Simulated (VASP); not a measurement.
Write the native input for VASP 6.6.1 that does the following.

```
Task                   : relaxation of cell and atoms
Functional             : PBE
Potentials or basis    : VASP PAW PBE potentials, release 64 (Ta_pv, W_sv)
Cutoff                 : 600 eV
k mesh                 : 6 × 6 × 6
Occupations            : gaussian, width 0.1 eV
Spin                   : no spin polarisation
Dipole correction      : no
Further INCAR settings : ALGO = Fast; EDIFF = 1e-07; IBRION = 2; EDIFFG = -0.04; NSW = 90; ISIF = 3
```

The structure of TaW4 lies in POSCAR:

```
TaW4
1.0
   -3.2403392400      3.2403392400      2.0493704800
    3.2403392400     -3.2403392400      2.0493704800
    3.2403392400      3.2403392400     -2.0493704800
Ta W
1 4
Direct
    0.0000000000      0.0000000000      0.0000000000
    0.6000000000      0.8000000000      0.4000000000
    0.4000000000      0.2000000000      0.6000000000
    0.8000000000      0.4000000000      0.2000000000
    0.2000000000      0.6000000000      0.8000000000
```

One way to write it, as run:

INCAR

```
SYSTEM = TaW4
ALGO = Fast
EDIFF = 1E-7
EDIFFG = -0.04
ENCUT = 600
GGA = PE
IBRION = 2
ISIF = 3
ISMEAR = 0
LASPH = .True.
LCHARG = .False.
LREAL = .False.
LWAVE = .False.
NELM = 80
NSW = 90
PREC = Accurate
SIGMA = 0.1
```

KPOINTS

```
k-points
0
Gamma
  6 6 6
  0 0 0
```

Potentials or basis: VASP PAW PBE potentials, release 64 (Ta_pv, W_sv).

Run with:

```bash
$ cat potpaw_PBE.64/Ta_pv/POTCAR potpaw_PBE.64/W_sv/POTCAR > POTCAR
$ mpirun -np 1 vasp_std > vasp.out
```

It gave:

```yaml
Relaxed_volume: 16.91 Å³/atom
Relaxed_cell: a = 4.992 Å, b = 4.992 Å, c = 4.992 Å, α = 99.54°, β = 99.54°, γ = 131.95°
Space_group_after_relaxing_to_0.1_Å: I4/m (No. 87)
Energy_gained_by_relaxing: 7.3 meV/atom
Ionic_steps: 10
Pressure_after_relaxing: 0.0 GPa
Largest_force_after_relaxing: 0.004 eV/Å
Band_gap_on_the_k_mesh: zero (an odd number of electrons rules out a gap without spin polarisation)
```

Caveat: spin-orbit coupling is left out, which moves the levels of the heavy elements.

Run time: 45 min on 1 thread of Intel Xeon 8259CL, with other jobs on the host, peak memory 0.33 GiB.
